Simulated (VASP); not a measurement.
Wanted: the native input for a VASP 6.6.1 run.

```
Task                   : single point
Functional             : PBE
Potentials or basis    : VASP PAW PBE potentials, release 64 (Si, C)
Cutoff                 : 520 eV
k mesh                 : 4 × 4 × 4
Occupations            : gaussian, width 0.1 eV
Spin                   : no spin polarisation
Dipole correction      : no
Further INCAR settings : ALGO = Normal; EDIFF = 1e-06; NBANDS = 21
```

The structure of SiC2 lies in POSCAR:

```
SiC2
1.0
    0.0000000000      3.8797232100      4.2690862100
    2.4648063000      0.0000000000      4.2690862100
    2.4648063000      3.8797232100      0.0000000000
Si C
2 4
Direct
    0.3333299900      0.6666700100      0.6666700100
    0.6666700100      0.3333299900      0.3333299900
    0.6666633200      0.0000033400      0.3333366800
    0.9999966600      0.3333366800      0.0000033400
    0.0000033400      0.6666633200      0.9999966600
    0.3333366800      0.9999966600      0.6666633200
```

The input as run:

INCAR

```
SYSTEM = SiC2
PREC = Accurate
ENCUT = 520
EDIFF = 1E-6
ISMEAR = 0
SIGMA = 0.1
LREAL = .FALSE.
LASPH = .TRUE.
NELM = 80
ALGO = Normal
ISIF = 2
LWAVE = .FALSE.
LCHARG = .FALSE.
GGA = PE
NBANDS = 21
```

KPOINTS

```
regular mesh
0
G
  4 4 4
  0 0 0
```

Potentials or basis: VASP PAW PBE potentials, release 64 (Si, C).

Command:

```bash
$ cat potpaw_PBE.64/Si/POTCAR potpaw_PBE.64/C/POTCAR > POTCAR
$ mpirun -np 1 vasp_std > vasp.out
```

Results of the run:

```json
{
 "Pressure": "36.7 GPa",
 "Largest force": "21.904 eV/Å",
 "Band gap on the k mesh": "0.11 eV, indirect (least direct gap 0.35 eV)"
}
```

Caveat: forces of over 1 eV/Å act on the atoms, so gaps and moduli don't describe the material at rest.

It took 17 s on 1 thread of Intel(R) Xeon(R) 6975P-C (Granite Rapids), with other jobs on the host, peak memory 0.24 GiB.
